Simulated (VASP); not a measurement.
A run of VASP 6.6.1 is set up as follows.

INCAR

```
SYSTEM = Be16H
PREC = Accurate ; ENCUT = 520
EDIFF = 1E-7 ; ISMEAR = -1
SIGMA = 0.15 ; LREAL = Auto
LASPH = .TRUE. ; NELM = 60
ALGO = Normal ; ISIF = 2
LWAVE = .FALSE. ; LCHARG = .TRUE.
GGA = PS ; LELF = .TRUE.
LVHAR = .TRUE. ; NBANDS = 30
```

KPOINTS

```
Automatic mesh
0
G
  4 4 3
  0 0 0
```

POSCAR

```
Be16H
1.0
   -2.2900000000     -3.9663960000      0.0000000000
    3.4350000000     -1.9831980000      0.0000000000
    0.0000000000      0.0000000000      7.1768600000
Be H
16 1
Direct
    0.7497343814      0.4995574706     -0.0006804611
    0.5002038560      0.3336617493      0.2484751405
    0.7497774059      0.4992990297      0.4960685586
    0.5220074765      0.3196778031      0.7494469292
    0.5000771579     -0.0000105533     -0.0022920659
    0.2497332488      0.8363091694      0.2478254002
    0.5013391232      0.0001665011      0.4966526551
    0.2497201419      0.8680153764      0.7485308790
    0.2496964870      0.5007207268      0.0041247988
   -0.0006956971      0.3337328613      0.2484801099
    0.2497617355      0.5012598786      0.4956143471
   -0.0223216409      0.3197420254      0.7494268277
   -0.0007026164      0.0000441012     -0.0023076109
    0.7497518230      0.8327283411      0.2472285545
   -0.0018252195      0.0001810911      0.4966517150
    0.7497012227      0.8216781839      0.7470754994
    0.2499073141      0.5029336445      0.7230824227
```

Potentials or basis: VASP PAW PBE potentials, release 64 (Be, H).

Run with:

```bash
$ cat potpaw_PBE.64/Be/POTCAR potpaw_PBE.64/H/POTCAR > POTCAR
$ mpirun -np 1 vasp_std > vasp.out
```

(1) What does it give for the pressure?

(2) Estimate the largest force.

Results:

(1) 0.0 GPa.

(2) 0.016 eV/Å.

Caveat: the k points lie up to 0.40 Å⁻¹ apart; the PAW data sets were made with another functional, which shifts forces and pressure a little.
